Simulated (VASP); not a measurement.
# C (Im-3m) in VASP: single point with HSE06

Aim: the single point of C with HSE06.

Program: VASP 6.6.1. These are calculated values, not measurements. Logs are shortened: lines on timing, memory, paths and dates and some standing lists are left out, and cuts for length are marked.

## Step 1: The cell of the first run

It takes space group Im-3m (No. 229, cubic). The conventional cell has a = 2.374 Å, b = 2.374 Å, c = 2.374 Å, α = 90.00°, β = 90.00°, γ = 90.00°. C (site symmetry m-3m) has 14 C at 2.06 to 2.37 Å within 2.7 Å.

## Step 2: Single point, HSE06

POSCAR reads:

```
C
1.0
   -1.1871780774      1.1871780774      1.1871780774
    1.1871780774     -1.1871780774      1.1871780774
    1.1871780774      1.1871780774     -1.1871780774
C
1
Direct
    0.0000000000      0.0000000000      0.0000000000
```

INCAR.step1 reads:

```
PREC = Accurate
ENCUT = 520
EDIFF = 1E-5
ISMEAR = -1
SIGMA = 0.1
LREAL = False
LASPH = True
NELM = 80
ALGO = Normal
ISIF = 2
LWAVE = True
GGA = PE
NBANDS = 8
```

INCAR.step2 reads:

```
PREC = Accurate
ENCUT = 520
EDIFF = 1E-7
ISMEAR = -1
SIGMA = 0.1
LREAL = False
LASPH = True
NELM = 80
ALGO = Normal
ISIF = 2
LWAVE = False
LCHARG = True
GGA = PE
LHFCALC = True
HFSCREEN = 0.2079
PRECFOCK = Normal
LELF = True
LVHAR = True
ISTART = 1
NBANDS = 8
```

KPOINTS reads:

```
Automatic mesh
0
Gamma
  9 9 9
```

Potentials or basis: VASP PAW PBE potentials, release 64 (C).

Launch:

```sh
$ cat potpaw_PBE.64/C/POTCAR > POTCAR
$ cp INCAR.step1 INCAR
$ mpirun -np 1 vasp_std > vasp.out
$ cp INCAR.step2 INCAR
$ mpirun -np 1 vasp_std > vasp.out
```

OUTCAR:

```text
PREC = Accurate
   ENCUT = 520
   EDIFF = 1E-7
   ISMEAR = -1
   LREAL = False
   LASPH = True
   NELM = 80
   ISIF = 2
   GGA = PE
   LHFCALC = True
   HFSCREEN = 0.2079
   PRECFOCK = Normal
   ISTART = 1

 ion  position               nearest neighbor table
   1  0.000  0.000  0.000-

  LATTYP: Found a body centered cubic cell.
 ALAT       =     2.3743561548

  Lattice vectors:

 A1 = (  -1.1871780774,   1.1871780774,   1.1871780774)
 A2 = (   1.1871780774,  -1.1871780774,   1.1871780774)
 A3 = (   1.1871780774,   1.1871780774,  -1.1871780774)

Analysis of symmetry for initial positions (statically):
=====================================================================
 Subroutine PRICEL returns:
 Original cell was already a primitive cell.

 Routine SETGRP: Setting up the symmetry group for a
 body centered cubic supercell.

 Subroutine GETGRP returns: Found 48 space group operations
 (whereof 48 operations were pure point group operations)
 out of a pool of 48 trial point group operations.

The static configuration has the point symmetry O_h .

Analysis of symmetry for dynamics (positions and initial velocities):
=====================================================================
 Subroutine PRICEL returns:
 Original cell was already a primitive cell.

 Routine SETGRP: Setting up the symmetry group for a
 body centered cubic supercell.

 Subroutine GETGRP returns: Found 48 space group operations
 (whereof 48 operations were pure point group operations)
 out of a pool of 48 trial point group operations.

The dynamic configuration has the point symmetry O_h .

 Subroutine INISYM returns: Found 48 space group operations
 (whereof 48 operations are pure point group operations),
 and found     1 'primitive' translations

----------------------------------------------------------------------------------------

                                     Primitive cell

  volume of cell :       6.6928

  direct lattice vectors                    reciprocal lattice vectors
    -1.187178077  1.187178077  1.187178077     0.000000000  0.421166807  0.421166807
     1.187178077 -1.187178077  1.187178077     0.421166807  0.000000000  0.421166807
     1.187178077  1.187178077 -1.187178077     0.421166807  0.421166807  0.000000000
[... 82 lines left out ...]
   EDIFF  = 0.1E-06   stopping-criterion for ELM
   LREAL  =      F    real-space projection
   EDIFFG = 0.1E-05   stopping-criterion for IOM
   NSW    =      0    number of steps for IOM
   IBRION =     -1    ionic relax: 0-MD 1-quasi-New 2-CG
   NFREE  =      0    steps in history (QN), initial steepest desc. (CG)
   ISIF   =      2    stress and relaxation
   ISYM   =      3    0-nonsym 1-usesym 2-fastsym
   POTIM  = 0.5000    time-step for ionic-motion
   TEBEG  =    0.0;   TEEND  =   0.0 temperature during run
   PSTRESS=    0.0 pullay stress
   NELECT =       4.0000    total number of electrons
   NUPDOWN=      -1.0000    fix difference up-down
   EMIN   =  10.00;   EMAX   =-10.00  energy-range for DOS
   EFERMI =   0.00;   METHOD = LEGACY
   ISMEAR =    -1;   SIGMA  =   0.10  broadening in eV -4-tet -1-fermi 0-gaus
   EFERMI_NEDOS =   21; number of points for ismear=-14 and -15
   IALGO  =     38    algorithm
   IMIX   =      1    mixing-type and parameters
     AMIX     =   0.40;   BMIX     =  1.00
     AMIX_MAG =   1.60;   BMIX_MAG =  1.00
  volume/ion in A,a.u.               =       6.69        45.17
  Fermi-wavevector in a.u.,A,eV,Ry     =   1.378983  2.605900 25.872765  1.901595
  Thomas-Fermi vector in A             =   2.503995
   LORBIT       =      0    0 simple, 1 ext, 2 COOP (PROOUT), +10 PAW based schemes
   GGA     = PE    functional components
   LHFCALC =     T    Hartree Fock is set to
   PRECFOCK=normal    Normal, Fast or Accurate (Low or Medium for compatibility)
   ENCUT4O =  -1.0   cutoff for four orbital integrals eV
   NKREDX  =     1    reduce k-point grid by
   NKREDY  =     1    reduce k-point grid by
   NKREDZ  =     1    reduce k-point grid by
   AEXX    =    0.2500 exact exchange contribution
   HFSCREEN=    0.2079 screening length (either q_TF or 0.3 A-1)
   HFSCREENC=   0.2079 screening length for correlation (either q_TF or 0.3 A-1)
   ENCUTFOCK=  -1.0 apply spherical cutoff to Coloumb kernel
   IVDW    =     0    specifies the selected vdW correction
   LEPSILON=     F    determine dielectric tensor
   LRPA    =     F    only Hartree local field effects (RPA)
 non-spin polarized calculation
  energy-cutoff  :      520.00
  volume of cell :        6.69
 maximum number of plane-waves:       189
  NGX = 12; NGY = 12; NGZ = 12

 number of electron       4.0000000 magnetization

 Free energy of the ion-electron system (eV)
  ---------------------------------------------------
  ext. energy  EPLUGINS =         0.00000000
  ---------------------------------------------------
  free energy    TOTEN  =        -5.82653458 eV

  energy without entropy =       -5.80951433  energy(sigma->0) =       -5.81802445

 E-fermi :   8.0362     XC(G=0): -10.7140

 val. band max:        7.8858046415   @ k =   0.2222   0.1111   0.1111
 cond. band min:       8.1753662282   @ k =  -0.4444   0.4444   0.3333
 fundamental gap:      0.2895615867
 Fermi energy:         8.0361594872

 k-point     1 :       0.0000    0.0000    0.0000
  band No.  band energies     occupation
      1     -13.6475      2.00000
      2      19.0860      0.00000
      3      19.0860      0.00000
      4      19.0860      0.00000
      5      43.1135      0.00000
      6      43.1135      0.00000
      7      43.1135      0.00000
      8      45.4247      0.00000
[... 243 lines left out ...]
 k-point    24 :      -0.4444   -0.4444    0.1111
  band No.  band energies     occupation
      1      -0.2467      2.00000
      2       0.1657      2.00000
      3       9.4439      0.00000
      4      16.5730      0.00000
      5      31.2603      0.00000
      6      36.3604      0.00000
      7      37.7624      0.00000
      8      45.3922      0.00000

 [... further k-points ...]
[... 5 lines left out ...]
  --------------------------------------------------------------------------------------
  -------------------------------------------------------------------------------------
  Total       -0.2241132     -0.2241132     -0.2241132      0.0000000      0.0000000     -0.0000000
  in kB      -53.6500924    -53.6500924    -53.6500924      0.0000000      0.0000000     -0.0000000
  external PRESSURE =     -53.6500924 kB  Pullay stress =       0.0000000 kB

 VOLUME and BASIS-vectors are now :
 -----------------------------------------------------------------------------
  energy-cutoff  :      520.00
  volume of cell :        6.69
      direct lattice vectors                 reciprocal lattice vectors
    -1.187178077  1.187178077  1.187178077     0.000000000  0.421166807  0.421166807
     1.187178077 -1.187178077  1.187178077     0.421166807  0.000000000  0.421166807
     1.187178077  1.187178077 -1.187178077     0.421166807  0.421166807  0.000000000

 POSITION                                       TOTAL-FORCE (eV/Angst)
 -----------------------------------------------------------------------------------
      0.00000      0.00000      0.00000         0.000000      0.000000      0.000000
 -----------------------------------------------------------------------------------
    total drift:                                0.000006     -0.000002      0.000003

  FREE ENERGIE OF THE ION-ELECTRON SYSTEM (eV)
  ---------------------------------------------------
  free  energy   TOTEN  =        -5.8265345777 eV

  energy  without entropy=       -5.8095143288  energy(sigma->0) =       -5.81802445
```

Wall time 5.1 min (1 thread of Intel Xeon 8259CL, shared host); peak memory 0.21 GiB.

Results:

```yaml
Free_energy: -5.8265 eV
Pressure: -5.4 GPa
Band_gap_on_the_k_mesh: zero (bands 2 and 3 overlap by 16.31 eV)
```

Caveat: the k points lie up to 0.42 Å⁻¹ apart, too coarse for converged energies and pressures of a metal; the PAW data sets were made with another functional, which shifts forces and pressure a little.
